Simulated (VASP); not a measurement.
A run of VASP 6.6.1:

File INCAR:

```
SYSTEM = Ag
  ALGO = Normal
  EDIFF = 1E-6
  EDIFFG = -0.02
  ENCUT = 600
  GGA = PS
  IBRION = 2
  ISIF = 3
  ISMEAR = -1
  LASPH = .TRUE.
  LCHARG = .FALSE.
  LREAL = .FALSE.
  LWAVE = .FALSE.
  NELM = 80
  NSW = 80
  PREC = Accurate
  SIGMA = 0.1
```

File KPOINTS:

```
k-points
0
G
  19 19 19
  0 0 0
```

POSCAR

```
Ag
1.0
    1.6200000000      1.6200000000      1.6200000000
   -1.6200000000      1.6200000000      1.6200000000
   -1.6200000000     -1.6200000000      1.6200000000
Ag
1
Direct
    0.0000000000      0.0000000000      0.0000000000
```

Potentials or basis: VASP PAW PBE potentials, release 64 (Ag).

Command:

```bash
$ cat potpaw_PBE.64/Ag/POTCAR > POTCAR
$ mpirun -np 1 vasp_std > vasp.out
```

Hardware: 1 thread of Intel(R) Xeon(R) Platinum 8488C (Sapphire Rapids), with other jobs on the host.

How long does it take, and how much memory?

Wall time 42 s on 1 thread of Intel(R) Xeon(R) Platinum 8488C (Sapphire Rapids) (shared host), peak memory 0.18 GiB. Counts: scf iterations 23, k points 220, ion steps 3.
